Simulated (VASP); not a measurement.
# Sn2O5 (cubic X2O5 type) (Pn-3m) in VASP: further runs

The runs below take Sn2O5 (cubic X2O5 type) through single point, with PBE.

Everything below comes from runs of VASP 6.6.1. Logs are shortened: lines on timing, memory, paths and dates and some standing lists are left out, and cuts for length are marked.

## (1) The cell of the first run

Symmetry: Pn-3m, No. 224, cubic system. The conventional cell has a = 5.246 Å, b = 5.246 Å, c = 5.246 Å, α = 90.00°, β = 90.00°, γ = 90.00°. Sn (site symmetry -3m) has 12 O at 2.27 to 2.62 Å within 3.0 Å. Within 3.0 Å of O (site symmetry -3m) lie 6 O at 2.27 Å and 6 Sn at 2.62 Å. O (site symmetry -42m) has 4 Sn at 2.27 Å and 8 O at 2.27 to 2.62 Å within 3.0 Å.

## (2) Single point, PBE

The input, INCAR:

```
ALGO = Normal ; EDIFF = 1E-6
ENCUT = 520 ; GGA = PE
ISIF = 2 ; ISMEAR = -1
LASPH = True ; LCHARG = False
LREAL = False ; LWAVE = False
NBANDS = 71 ; NELM = 80
PREC = Accurate ; SIGMA = 0.06122561905347299
```

The input, KPOINTS:

```
k-points
0
Gamma
  10 10 10
```

The input, POSCAR:

```
Sn2O5
1.0
    5.2456385494      0.0000000000      0.0000000000
    0.0000000000      5.2456385494      0.0000000000
    0.0000000000      0.0000000000      5.2456385494
Sn O
4 10
Direct
    0.0000000000      0.0000000000      0.0000000000
    0.5000000000      0.5000000000      0.0000000000
    0.5000000000      0.0000000000      0.5000000000
    0.0000000000      0.5000000000      0.5000000000
    0.5000000000      0.0000000000      0.0000000000
    0.0000000000      0.5000000000      0.0000000000
    0.0000000000      0.0000000000      0.5000000000
    0.5000000000      0.5000000000      0.5000000000
    0.7500000000      0.7500000000      0.2500000000
    0.7500000000      0.2500000000      0.7500000000
    0.2500000000      0.7500000000      0.7500000000
    0.7500000000      0.2500000000      0.2500000000
    0.2500000000      0.7500000000      0.2500000000
    0.2500000000      0.2500000000      0.7500000000
```

Potentials or basis: VASP PAW PBE potentials, release 64 (Sn_d, O).

The run is started by

```sh
$ cat potpaw_PBE.64/Sn_d/POTCAR potpaw_PBE.64/O/POTCAR > POTCAR
$ mpirun -np 1 vasp_std > vasp.out
```

OUTCAR:

```text
EDIFF = 1E-6
   ENCUT = 520
   GGA = PE
   ISIF = 2
   ISMEAR = -1
   LASPH = True
   LREAL = False
   NELM = 80
   PREC = Accurate

 ion  position               nearest neighbor table
   1  0.000  0.000  0.000-   9 2.27  10 2.27  11 2.27  12 2.27  13 2.27  14 2.27   5 2.62   6 2.62
                             7 2.62   7 2.62   6 2.62   5 2.62   3 3.71   4 3.71   2 3.71   2 3.71
   2  0.500  0.500  0.000-   9 2.27  10 2.27  11 2.27  12 2.27  13 2.27  14 2.27   5 2.62   6 2.62
                             8 2.62   8 2.62   5 2.62   6 2.62   3 3.71   4 3.71   1 3.71   1 3.71
   3  0.500  0.000  0.500-   9 2.27  10 2.27  11 2.27  12 2.27  13 2.27  14 2.27   5 2.62   7 2.62
                             8 2.62   5 2.62   8 2.62   7 2.62   1 3.71   2 3.71   1 3.71   2 3.71
   4  0.000  0.500  0.500-   9 2.27  10 2.27  11 2.27  12 2.27  13 2.27  14 2.27   6 2.62   7 2.62
                             8 2.62   6 2.62   7 2.62   8 2.62   1 3.71   2 3.71   1 3.71   1 3.71
   5  0.500  0.000  0.000-   1 2.62   2 2.62   3 2.62   3 2.62   2 2.62   1 2.62
   6  0.000  0.500  0.000-   1 2.62   2 2.62   4 2.62   4 2.62   1 2.62   2 2.62
   7  0.000  0.000  0.500-   1 2.62   3 2.62   4 2.62   1 2.62   4 2.62   3 2.62
   8  0.500  0.500  0.500-   2 2.62   3 2.62   4 2.62   2 2.62   3 2.62   4 2.62
   9  0.750  0.750  0.250-   1 2.27   2 2.27   3 2.27   4 2.27
  10  0.750  0.250  0.750-   1 2.27   2 2.27   3 2.27   4 2.27
  11  0.250  0.750  0.750-   1 2.27   2 2.27   3 2.27   4 2.27
  12  0.750  0.250  0.250-   1 2.27   2 2.27   3 2.27   4 2.27
  13  0.250  0.750  0.250-   1 2.27   2 2.27   3 2.27   4 2.27
  14  0.250  0.250  0.750-   1 2.27   2 2.27   3 2.27   4 2.27

  LATTYP: Found a simple cubic cell.
 ALAT       =     5.2456385494

  Lattice vectors:

 A1 = (   5.2456385494,   0.0000000000,   0.0000000000)
 A2 = (   0.0000000000,   5.2456385494,   0.0000000000)
 A3 = (   0.0000000000,   0.0000000000,   5.2456385494)

Analysis of symmetry for initial positions (statically):
=====================================================================
 Subroutine PRICEL returns:
 Original cell was already a primitive cell.

 Routine SETGRP: Setting up the symmetry group for a
 simple cubic supercell.

 Subroutine GETGRP returns: Found 48 space group operations
 (whereof 12 operations were pure point group operations)
 out of a pool of 48 trial point group operations.

The static configuration has the point symmetry D_3d.
 The point group associated with its full space group is O_h .

[... 152 lines left out ...]
   ISMEAR =    -1;   SIGMA  =   0.06  broadening in eV -4-tet -1-fermi 0-gaus
   EFERMI_NEDOS =   21; number of points for ismear=-14 and -15
   IALGO  =     38    algorithm
   IMIX   =      4    mixing-type and parameters
     AMIX     =   0.40;   BMIX     =  1.00
     AMIX_MAG =   1.60;   BMIX_MAG =  1.00
  volume/ion in A,a.u.               =      10.31        69.58
  Fermi-wavevector in a.u.,A,eV,Ry     =   1.522051  2.876259 31.519780  2.316638
  Thomas-Fermi vector in A             =   2.630683
   LORBIT       =      0    0 simple, 1 ext, 2 COOP (PROOUT), +10 PAW based schemes
   GGA     = PE    functional components
   LHFCALC =     F    Hartree Fock is set to
   AEXX    =    0.0000 exact exchange contribution
   IVDW    =     0    specifies the selected vdW correction
   LEPSILON=     F    determine dielectric tensor
   LRPA    =     F    only Hartree local field effects (RPA)
 non-spin polarized calculation
  energy-cutoff  :      520.00
  volume of cell :      144.34
 maximum number of plane-waves:      3912
 NGX is ok and might be reduce to    40
   NGX = 19   NGY = 19   NGZ = 19

 number of electron     115.9999952 magnetization

 Free energy of the ion-electron system (eV)
  ---------------------------------------------------
  ext. energy  EPLUGINS =         0.00000000
  ---------------------------------------------------
  free energy    TOTEN  =       -64.90738476 eV

  energy without entropy =      -64.67066197  energy(sigma->0) =      -64.78902337

 E-fermi :   8.1582     XC(G=0): -12.2461

 val. band max:        8.1556248706   @ k =   0.3000   0.3000   0.3000
 cond. band min:       8.1590491643   @ k =   0.4000   0.4000   0.2000
 fundamental gap:      0.0034242937
 Fermi energy:         8.1582351628

 k-point     1 :       0.0000    0.0000    0.0000
  band No.  band energies     occupation
      1     -13.5497      2.00000
      2     -13.5497      2.00000
      3     -13.4772      2.00000
      4     -13.2374      2.00000
      5     -13.2374      2.00000
      6     -13.2374      2.00000
[... 1741 lines left out ...]
     69      16.0131      0.00000
     70      16.5921      0.00000

 [... further k-points ...]

 [bands above 70 left out]

------------------------ aborting loop because EDIFF is reached ----------------------------------------

  FORCE on cell =-STRESS in cart. coord.  units (eV):
  Direction    XX          YY          ZZ          XY          YZ          ZX
  --------------------------------------------------------------------------------------
  -------------------------------------------------------------------------------------
  Total        9.5786617      9.5786617      9.5786617     -0.0000000     -0.0000000      0.0000000
  in kB      106.3213125    106.3213125    106.3213125     -0.0000000     -0.0000000      0.0000000
  external PRESSURE =     106.3213125 kB  Pullay stress =       0.0000000 kB

 VOLUME and BASIS-vectors are now :
 -----------------------------------------------------------------------------
  energy-cutoff  :      520.00
  volume of cell :      144.34
      direct lattice vectors                 reciprocal lattice vectors
     5.245638549  0.000000000  0.000000000     0.190634561  0.000000000  0.000000000
     0.000000000  5.245638549  0.000000000     0.000000000  0.190634561  0.000000000
     0.000000000  0.000000000  5.245638549     0.000000000  0.000000000  0.190634561

 POSITION                                       TOTAL-FORCE (eV/Angst)
 -----------------------------------------------------------------------------------
      0.00000      0.00000      0.00000         0.000000      0.000000     -0.000000
      2.62282      2.62282      0.00000         0.000000      0.000000     -0.000000
      2.62282      0.00000      2.62282         0.000000      0.000000     -0.000000
      0.00000      2.62282      2.62282         0.000000      0.000000     -0.000000
      2.62282      0.00000      0.00000         0.000000      0.000000     -0.000000
      0.00000      2.62282      0.00000         0.000000      0.000000     -0.000000
      0.00000      0.00000      2.62282         0.000000      0.000000     -0.000000
      2.62282      2.62282      2.62282         0.000000      0.000000     -0.000000
      3.93423      3.93423      1.31141         0.000000     -0.000000     -0.000000
      3.93423      1.31141      3.93423        -0.000000      0.000000     -0.000000
      1.31141      3.93423      3.93423         0.000000      0.000000      0.000000
      3.93423      1.31141      1.31141        -0.000000      0.000000     -0.000000
      1.31141      3.93423      1.31141        -0.000000     -0.000000      0.000000
      1.31141      1.31141      3.93423         0.000000     -0.000000      0.000000
 -----------------------------------------------------------------------------------
    total drift:                               -0.000000      0.000000     -0.000000

  FREE ENERGIE OF THE ION-ELECTRON SYSTEM (eV)
  ---------------------------------------------------
  free  energy   TOTEN  =       -64.9073847617 eV

  energy  without entropy=      -64.6706619697  energy(sigma->0) =      -64.78902337
```

stdout:

```text
POSCAR found type information on POSCAR SnO
 POSCAR found :  2 types and      14 ions
 scaLAPACK will be used
 LDA part: xc-table for (Slater+PW92), standard interpolation
 POSCAR, INCAR and KPOINTS ok, starting setup
 FFT: planning ... GRIDC
 FFT: planning ... GRID_SOFT
 FFT: planning ... GRID
 WAVECAR not read
 entering main loop
```

Run time: 8.4 min. Hardware: 1 thread of Intel Xeon Platinum 8259CL at 2.50GHz (Skylake/Cascade Lake), shared host; peak memory 0.49 GiB.

What came out:

- Free energy: -64.9074 eV
- Pressure: 10.6 GPa
- Band gap on the k mesh: zero (bands 58 and 59 overlap by 0.27 eV)

Caveat: the cell stands under pressure; semilocal functionals underestimate gaps, so a narrow gap can read as zero; spin-orbit coupling is left out, which moves the levels of the heavy elements.

## (3) Single point, PBE

This run uses another cell than the first one, of 11.63 Å³/atom.

The input, INCAR:

```
PREC     = Accurate       # precision mode
ENCUT    = 520            # plane-wave cutoff, eV
EDIFF    = 1E-6           # SCF threshold, eV
ISMEAR   = -1             # smearing method
SIGMA    = 0.06122561905347299 # smearing width, eV
LREAL    = False          # projectors in reciprocal space
LASPH    = True           # aspherical terms in the spheres
NELM     = 60             # most SCF steps
ALGO     = Normal         # electronic algorithm
ISIF     = 2              # what is computed and relaxed
LWAVE    = False          # write WAVECAR
LCHARG   = False          # write CHGCAR
GGA      = PE             # functional
NBANDS   = 71             # bands
```

The input, KPOINTS:

```
regular mesh
0
Gamma
  10 10 10
```

Changes to POSCAR since step 2:

```diff
@@ -2,5 +2,5 @@
 1.0
-    5.2456385494      0.0000000000      0.0000000000
-    0.0000000000      5.2456385494      0.0000000000
-    0.0000000000      0.0000000000      5.2456385494
+    5.4599797600      0.0000000000      0.0000000000
+    0.0000000000      5.4599797600      0.0000000000
+    0.0000000000      0.0000000000      5.4599797600
 Sn O
```

Potentials or basis: VASP PAW PBE potentials, release 64 (Sn_d, O).

The run is started by

```sh
$ cat potpaw_PBE.64/Sn_d/POTCAR potpaw_PBE.64/O/POTCAR > POTCAR
$ mpirun -np 1 vasp_std > vasp.out
```

It took 8.3 min on 1 thread of Oxide Virtual Turin-like, shared host; peak memory 0.5 GiB.

It converged, with:

- Free energy: -65.0212 eV
- Pressure: -7.1 GPa
- Band gap on the k mesh: zero (bands 58 and 59 overlap by 0.25 eV)

Levels at points of the mesh, in eV from the Fermi level:
```csv
k point,band 55,band 56,band 57,band 58,band 59,band 60,band 61,band 62
"(0.00, 0.00, 0.00)",-1.11,-0.06,-0.06,-0.06,0.28,0.28,0.28,1.32
"(0.50, 0.00, 0.00)",-0.42,-0.42,0.03,0.03,0.05,0.05,1.25,1.25
"(0.50, 0.50, 0.00)",-0.45,-0.45,-0.13,-0.13,0.07,0.07,0.68,0.68
"(0.50, 0.50, 0.50)",0.04,0.13,0.13,0.17,0.17,0.17,1.61,1.61
```

Caveat: the cell stands under tension; semilocal functionals underestimate gaps, so a narrow gap can read as zero; spin-orbit coupling is left out, which moves the levels of the heavy elements.
